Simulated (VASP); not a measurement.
# NaAu2 in VASP: single point with PBE

Aim: the single point of NaAu2 with PBE.

All numbers are computed with VASP 6.6.1; they aren't measurements. Logs are shortened: lines on timing, memory, paths and dates and some standing lists are left out, and cuts for length are marked.

### 1 The cell of the first run

The cell holds a sheet with vacuum, 3 atoms: a = 4.683 Å, b = 4.683 Å, c = 18.000 Å, α = 90.00°, β = 90.00°, γ = 120.00°.

### 2 Single point, PBE

Contents of INCAR:

```
SYSTEM = NaAu2
ALGO     = Normal         ! electronic algorithm
DIPOL    = 0.5 0.5 0.500
EDIFF    = 1E-7           ! SCF threshold, eV
ENCUT    = 520            ! plane-wave cutoff, eV
GGA      = PE             ! functional
IDIPOL   = 3            
ISIF     = 2              ! what is computed and relaxed
ISMEAR   = 0              ! smearing method
LASPH    = .True.         ! aspherical terms in the spheres
LCHARG   = .True.         ! write CHGCAR
LDIPOL   = .True.       
LELF     = .True.         ! ELF
LREAL    = .False.        ! projectors in reciprocal space
LVACPOTAV= .True.       
LVHAR    = .True.       
LWAVE    = .False.        ! write WAVECAR
NBANDS   = 22             ! bands
NELM     = 100            ! most SCF steps
PREC     = Accurate       ! precision mode
SIGMA    = 0.1            ! smearing width, eV
```

Contents of KPOINTS:

```
k-points
0
Gamma
  6 6 1
  0 0 0
```

Contents of POSCAR:

```
NaAu2
1.0
    4.6830454500      0.0000000000      0.0000000000
   -2.3415227300      4.0556358700      0.0000000000
    0.0000000000      0.0000000000     18.0000000000
Na Au
1 2
Direct
    0.0000000000      0.0000000000      0.5000000000
    0.6666666700      0.3333333300      0.6066318000
    0.3333333300      0.6666666700      0.3933682000
```

Potentials or basis: VASP PAW PBE potentials, release 64 (Na_pv, Au).

On the command line:

```sh
> cat potpaw_PBE.64/Na_pv/POTCAR potpaw_PBE.64/Au/POTCAR > POTCAR
> mpirun -np 1 vasp_std > vasp.out
```

OUTCAR:

```text
SYSTEM = NaAu2
   EDIFF = 1E-7
   ENCUT = 520
   GGA = PE
   ISIF = 2
   ISMEAR = 0
   LASPH = .True.
   LREAL = .False.
   NELM = 100
   PREC = Accurate

 ion  position               nearest neighbor table
   1  0.000  0.000  0.500-
   2  0.667  0.333  0.607-
   3  0.333  0.667  0.393-

  LATTYP: Found a hexagonal cell.
 ALAT       =     4.6830454500
 C/A-ratio  =     3.8436526385

  Lattice vectors:

 A1 = (   4.6830454500,   0.0000000000,   0.0000000000)
 A2 = (  -2.3415227300,   4.0556358700,   0.0000000000)
 A3 = (   0.0000000000,   0.0000000000,  18.0000000000)

Analysis of symmetry for initial positions (statically):
=====================================================================
 Subroutine PRICEL returns:
 Original cell was already a primitive cell.

 Routine SETGRP: Setting up the symmetry group for a
 hexagonal supercell.

 Subroutine GETGRP returns: Found 12 space group operations
 (whereof 12 operations were pure point group operations)
 out of a pool of 24 trial point group operations.

The static configuration has the point symmetry D_3d.

Analysis of symmetry for dynamics (positions and initial velocities):
=====================================================================
 Subroutine PRICEL returns:
 Original cell was already a primitive cell.

 Routine SETGRP: Setting up the symmetry group for a
 hexagonal supercell.

 Subroutine GETGRP returns: Found 12 space group operations
 (whereof 12 operations were pure point group operations)
 out of a pool of 24 trial point group operations.

The dynamic configuration has the point symmetry D_3d.

 Subroutine INISYM returns: Found 12 space group operations
 (whereof 12 operations are pure point group operations),
 and found     1 'primitive' translations

----------------------------------------------------------------------------------------

                                     Primitive cell

  volume of cell :     341.8691

  direct lattice vectors                    reciprocal lattice vectors
     4.683045450  0.000000000  0.000000000     0.213536258  0.123285230  0.000000000
    -2.341522730  4.055635870  0.000000000     0.000000000  0.246570459  0.000000000
     0.000000000  0.000000000 18.000000000     0.000000000  0.000000000  0.055555556

  length of vectors
     4.683045450  4.683045057 18.000000000     0.246570439  0.246570459  0.055555556

  position of ions in fractional coordinates (direct lattice)
     0.000000000  0.000000000  0.500000000
     0.666666670  0.333333330  0.606631800
     0.333333330  0.666666670  0.393368200

  ion indices of the primitive-cell ions
   primitive index   ion index
                 1           1
                 2           2
                 3           3

----------------------------------------------------------------------------------------

 KPOINTS: k-points

Automatic generation of k-mesh.
 Grid dimensions read from file:
 generate k-points for:    6    6    1

 Generating k-lattice:

  Cartesian coordinates                     Fractional coordinates (reciprocal lattice)
     0.035589376  0.020547538  0.000000000     0.166666667 -0.000000000  0.000000000
     0.000000000  0.041095077  0.000000000     0.000000000  0.166666667  0.000000000
     0.000000000  0.000000000  0.055555556     0.000000000  0.000000000  1.000000000

  Length of vectors
     0.041095073  0.041095077  0.055555556

  Shift w.r.t. Gamma in fractional coordinates (k-lattice)
     0.000000000  0.000000000  0.000000000

 Subroutine IBZKPT returns following result:
 ===========================================

 Found      7 irreducible k-points:

 Following reciprocal coordinates:
            Coordinates               Weight
  0.000000  0.000000  0.000000      1.000000
  0.166667  0.000000  0.000000      6.000000
  0.333333  0.000000  0.000000      6.000000
  0.500000  0.000000  0.000000      3.000000
  0.166667  0.166667  0.000000      6.000000
  0.333333  0.166667  0.000000     12.000000
  0.333333  0.333333  0.000000      2.000000
   k-points           NKPTS =      7   k-points in BZ     NKDIM =      7   number of bands    NBANDS=     22
   number of dos      NEDOS =    301   number of ions     NIONS =      3
   total plane-waves  NPLWV = 181440
   dimension x,y,z NGX =    36 NGY =   36 NGZ =  140
   dimension x,y,z NGXF=    72 NGYF=   72 NGZF=  280
   ions per type =               1   2
   NGX,Y,Z   is equivalent  to a cutoff of  12.78, 12.78, 12.93 a.u.
   NGXF,Y,Z  is equivalent  to a cutoff of  25.56, 25.56, 25.86 a.u.
 SYSTEM =  NaAu2
   PREC   = accura    normal or accurate (medium, high low for compatibility)
   ISTART =      0    job   : 0-new  1-cont  2-samecut
   ICHARG =      2    charge: 1-file 2-atom 10-const
   ISPIN  =      1    spin polarized calculation?
   LNONCOLLINEAR =      F non collinear calculations
   LSORBIT =      F    spin-orbit coupling
   LASPH  =      T    aspherical Exc in radial PAW
   ENCUT  =  520.0 eV  38.22 Ry    6.18 a.u.   8.71  8.71 33.47*2*pi/ulx,y,z
   NELM   =    100;   NELMIN=  2; NELMDL= -5     # of ELM steps
   EDIFF  = 0.1E-06   stopping-criterion for ELM
   LREAL  =      F    real-space projection
   EDIFFG = 0.1E-05   stopping-criterion for IOM
   NSW    =      0    number of steps for IOM
   IBRION =     -1    ionic relax: 0-MD 1-quasi-New 2-CG
   NFREE  =      0    steps in history (QN), initial steepest desc. (CG)
   ISIF   =      2    stress and relaxation
   ISYM   =      2    0-nonsym 1-usesym 2-fastsym
   POTIM  = 0.5000    time-step for ionic-motion
   TEBEG  =    0.0;   TEEND  =   0.0 temperature during run
   PSTRESS=    0.0 pullay stress
   NELECT =      29.0000    total number of electrons
   NUPDOWN=      -1.0000    fix difference up-down
   EMIN   =  10.00;   EMAX   =-10.00  energy-range for DOS
   EFERMI =   0.00;   METHOD = LEGACY
   ISMEAR =     0;   SIGMA  =   0.10  broadening in eV -4-tet -1-fermi 0-gaus
   EFERMI_NEDOS =   21; number of points for ismear=-14 and -15
   IALGO  =     38    algorithm
   IMIX   =      4    mixing-type and parameters
     AMIX     =   0.40;   BMIX     =  1.00
     AMIX_MAG =   1.60;   BMIX_MAG =  1.00
  volume/ion in A,a.u.               =     113.96       769.02
  Fermi-wavevector in a.u.,A,eV,Ry     =   0.719318  1.359314  7.039903  0.517418
  Thomas-Fermi vector in A             =   1.808483
   LORBIT       =      0    0 simple, 1 ext, 2 COOP (PROOUT), +10 PAW based schemes
   GGA     = PE    functional components
   LHFCALC =     F    Hartree Fock is set to
   AEXX    =    0.0000 exact exchange contribution
   IVDW    =     0    specifies the selected vdW correction
   LEPSILON=     F    determine dielectric tensor
   LRPA    =     F    only Hartree local field effects (RPA)
 non-spin polarized calculation
 Gauss-broadening in eV      SIGMA  =   0.10
  energy-cutoff  :      520.00
  volume of cell :      341.87
 maximum number of plane-waves:      9229
 NGX is ok and might be reduce to    36
   NGX = 17   NGY = 17   NGZ = 67

 number of electron      29.0000003 magnetization

 dipolmoment           0.000000      0.000000     -0.000000 electrons x Angstroem

 Free energy of the ion-electron system (eV)
  ---------------------------------------------------
  ext. energy  EPLUGINS =         0.00000000
  ---------------------------------------------------
  free energy    TOTEN  =        -4.99211430 eV

  energy without entropy =       -4.97835483  energy(sigma->0) =       -4.98523456

 E-fermi :  -4.0659     XC(G=0):  -3.1566

 val. band max:       -4.1689912076   @ k =   0.3333   0.0000   0.0000
 cond. band min:      -3.9839786593   @ k =   0.5000   0.0000   0.0000
 fundamental gap:      0.1850125483
 Fermi energy:        -4.0659201712

 k-point     1 :       0.0000    0.0000    0.0000
  band No.  band energies     occupation
      1     -27.1790      2.00000
      2     -27.1751      2.00000
      3     -27.1751      2.00000
      4      -5.9964      2.00000
      5      -5.5463      2.00000
      6      -5.4151      2.00000
[... 14 lines left out ...]
     21       3.4586      0.00000
     22       3.4586      0.00000

 k-point     2 :       0.1667    0.0000    0.0000
  band No.  band energies     occupation
      1     -27.1790      2.00000
      2     -27.1756      2.00000
      3     -27.1753      2.00000
      4      -5.7929      2.00000
      5      -5.4783      2.00000
      6      -5.4223      2.00000
[... 14 lines left out ...]
     21       2.7777      0.00000
     22       3.3106      0.00000

 k-point     3 :       0.3333    0.0000    0.0000
  band No.  band energies     occupation
      1     -27.1789      2.00000
      2     -27.1766      2.00000
      3     -27.1755      2.00000
      4      -5.5738      2.00000
      5      -5.4910      2.00000
      6      -5.4552      2.00000
[... 14 lines left out ...]
     21       2.8165      0.00000
     22       3.2034      0.00000

 k-point     4 :       0.5000    0.0000    0.0000
  band No.  band energies     occupation
      1     -27.1788      2.00000
      2     -27.1771      2.00000
      3     -27.1756      2.00000
      4      -5.5659      2.00000
      5      -5.5110      2.00000
      6      -5.4779      2.00000
[... 14 lines left out ...]
     21       2.9320      0.00000
     22       3.3562      0.00000

 k-point     5 :       0.1667    0.1667    0.0000
  band No.  band energies     occupation
      1     -27.1789      2.00000
      2     -27.1763      2.00000
      3     -27.1755      2.00000
      4      -5.5731      2.00000
      5      -5.4365      2.00000
      6      -5.4262      2.00000
[... 14 lines left out ...]
     21       2.4218      0.00000
     22       2.6312      0.00000

 k-point     6 :       0.3333    0.1667    0.0000
  band No.  band energies     occupation
      1     -27.1788      2.00000
      2     -27.1768      2.00000
      3     -27.1759      2.00000
      4      -5.5343      2.00000
      5      -5.4561      2.00000
      6      -5.4477      2.00000
[... 14 lines left out ...]
     21       2.2009      0.00000
     22       3.4770      0.00000

 k-point     7 :       0.3333    0.3333    0.0000
  band No.  band energies     occupation
      1     -27.1788      2.00000
      2     -27.1765      2.00000
      3     -27.1765      2.00000
      4      -5.5098      2.00000
      5      -5.4377      2.00000
      6      -5.4377      2.00000
[... 14 lines left out ...]
     21       1.8836      0.00000
     22       3.7467      0.00000

------------------------ aborting loop because EDIFF is reached ----------------------------------------

  FORCE on cell =-STRESS in cart. coord.  units (eV):
  Direction    XX          YY          ZZ          XY          YZ          ZX
  --------------------------------------------------------------------------------------
  -------------------------------------------------------------------------------------
  Total       -2.3368075     -2.3368069     -1.4046772      0.0000000     -0.0000000      0.0000000
  in kB      -10.9515018    -10.9514993     -6.5830520      0.0000000     -0.0000000      0.0000000
  external PRESSURE =      -9.4953511 kB  Pullay stress =       0.0000000 kB

 VOLUME and BASIS-vectors are now :
 -----------------------------------------------------------------------------
  energy-cutoff  :      520.00
  volume of cell :      341.87
      direct lattice vectors                 reciprocal lattice vectors
     4.683045450  0.000000000  0.000000000     0.213536258  0.123285230  0.000000000
    -2.341522730  4.055635870  0.000000000     0.000000000  0.246570459  0.000000000
     0.000000000  0.000000000 18.000000000     0.000000000  0.000000000  0.055555556

 POSITION                                       TOTAL-FORCE (eV/Angst)
 -----------------------------------------------------------------------------------
      0.00000      0.00000      9.00000         0.000000      0.000000      0.000000
      2.34152      1.35188     10.91937        -0.000000     -0.000000     -0.358280
     -0.00000      2.70376      7.08063         0.000000      0.000000      0.358280
 -----------------------------------------------------------------------------------
    total drift:                               -0.000000      0.000000      0.000000

  FREE ENERGIE OF THE ION-ELECTRON SYSTEM (eV)
  ---------------------------------------------------
  free  energy   TOTEN  =        -4.9921142960 eV

  energy  without entropy=       -4.9783548277  energy(sigma->0) =       -4.98523456

 vacuum level on the upper side and lower side of the slab         1.839         1.839
```

Wall time 67 s (1 thread of Intel Xeon 6975P-C (Granite Rapids), shared host); peak memory 0.42 GiB.

Results:

```yaml
Free_energy: -4.9921 eV
Largest_force: 0.358 eV/Å
```

Forces in eV/Å, atoms in the order of the input:
```
Na   0.000  0.000  0.000
Au   0.000  0.000 -0.358
Au   0.000  0.000  0.358
```

Levels at points of the mesh, in eV from the Fermi level:
```
           k point  band 12  band 13  band 14  band 15  band 16  band 17  band 18  band 19
(0.00, 0.00, 0.00)    -1.27    -1.20    -1.20    -0.63     3.06     4.99     5.86     7.17
(0.50, 0.00, 0.00)    -1.17    -1.16    -0.20     0.08     2.62     3.22     5.07     5.83
```

Caveat: spin-orbit coupling is left out, which moves the levels of the heavy elements.
